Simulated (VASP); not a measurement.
Here is a VASP 6.6.1 calculation.

The input INCAR:

```
PREC     = Accurate       # precision mode
ENCUT    = 520            # plane-wave cutoff, eV
EDIFF    = 1E-7           # SCF threshold, eV
ISMEAR   = 0              # smearing method
SIGMA    = 0.1            # smearing width, eV
LREAL    = False          # projectors in reciprocal space
LASPH    = True           # aspherical terms in the spheres
NELM     = 60             # most SCF steps
ALGO     = Normal         # electronic algorithm
ISIF     = 2              # what is computed and relaxed
LWAVE    = False          # write WAVECAR
LCHARG   = False          # write CHGCAR
GGA      = PS             # functional
NBANDS   = 16             # bands
```

The input KPOINTS:

```
regular mesh
0
Gamma
  6 6 6
```

POSCAR

```
ZnS
1.0
    0.0000000000      2.6936828773      2.6936828773
    2.6936828773      0.0000000000      2.6936828773
    2.6936828773      2.6936828773      0.0000000000
Zn S
1 1
Direct
    0.0000000000      0.0000000000      0.0000000000
    0.2500000000      0.2500000000      0.2500000000
```

Potentials or basis: VASP PAW PBE potentials, release 64 (Zn, S).

Command:

```bash
$ cat potpaw_PBE.64/Zn/POTCAR potpaw_PBE.64/S/POTCAR > POTCAR
$ mpirun -np 1 vasp_std > vasp.out
```

(1) Estimate the band gap on the k mesh.

(2) What does it give for the pressure?

Answers

(1) 2.02 eV, direct.

(2) -1.1 GPa.

Caveat: the PAW data sets were made with another functional, which shifts forces and pressure a little.
